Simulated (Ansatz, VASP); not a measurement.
# One calculation of Ti, two programs

Contents of INCAR:

```
SYSTEM = Ti
PREC     = Accurate       ! precision mode
ENCUT    = 520            ! plane-wave cutoff, eV
EDIFF    = 1E-6           ! SCF threshold, eV
ISMEAR   = 0              ! smearing method
SIGMA    = 0.15           ! smearing width, eV
LREAL    = .FALSE.        ! projectors in reciprocal space
LASPH    = .TRUE.         ! aspherical terms in the spheres
NELM     = 60             ! most SCF steps
ALGO     = Fast           ! electronic algorithm
ISIF     = 2              ! what is computed and relaxed
LWAVE    = .FALSE.        ! write WAVECAR
LCHARG   = .FALSE.        ! write CHGCAR
GGA      = PS             ! functional
NBANDS   = 12             ! bands
```

The input KPOINTS:

```
regular mesh
0
G
  20 20 20
  0 0 0
```

POSCAR

```
Ti
1.0
   -1.5753600000      1.5753600000      1.6410000000
    1.5753600000     -1.5753600000      1.6410000000
    1.5753600000      1.5753600000     -1.6410000000
Ti
1
Direct
    0.0000000000      0.0000000000      0.0000000000
```

Input for Ansatz:

```yaml
crystal:
  lattice:
    - [-1.57536, 1.57536, 1.641]
    - [1.57536, -1.57536, 1.641]
    - [1.57536, 1.57536, -1.641]
  atoms:
    - { symbol: Ti, position: [0.0, 0.0, 0.0] }
basis:
  ecutwfc: 420
kpoints:
  mp_grid: { grid: [20, 20, 20] }
hamiltonian:
  xc: pbesol
scf:
  occupations: { method: gaussian, width: 0.15 }
output:
  forces: true
  stress: true
  eigenvalues: true
```

Change from the starting cell: strain -0.040 along x and y, +0.000 along z, atoms carried along.

Alike in both runs: task single point; functional PBEsol; k mesh 20 × 20 × 20; occupations gaussian, width 0.15 eV; no spin polarisation.

|  | VASP | Ansatz |
| --- | --- | --- |
| version | VASP 6.6.1 | Ansatz 0.2.0 |
| potentials or method | VASP PAW PBE potentials, release 64 (Ti_sv), cutoff 520 eV | scalar-relativistic, plane waves, PAW |
| valence electrons in the cell | 12 | 12 |

Ansatz gave:

| Property | Result |
| --- | --- |
| gap on the k mesh at the Fermi level (eV) | none |
| pressure (GPa) | 1.9 |
| traceless stress, the component that is largest in VASP (GPa) | 0.45 |

Estimate VASP's values.

gap on the k mesh at the Fermi level (eV): none; pressure (GPa): 1.6; traceless stress, the component that is largest in VASP (GPa): 0.45.

VASP's potentials were made for PBE, not for PBEsol. A gap of «none» marks a metal or a gap that the smearing closes.
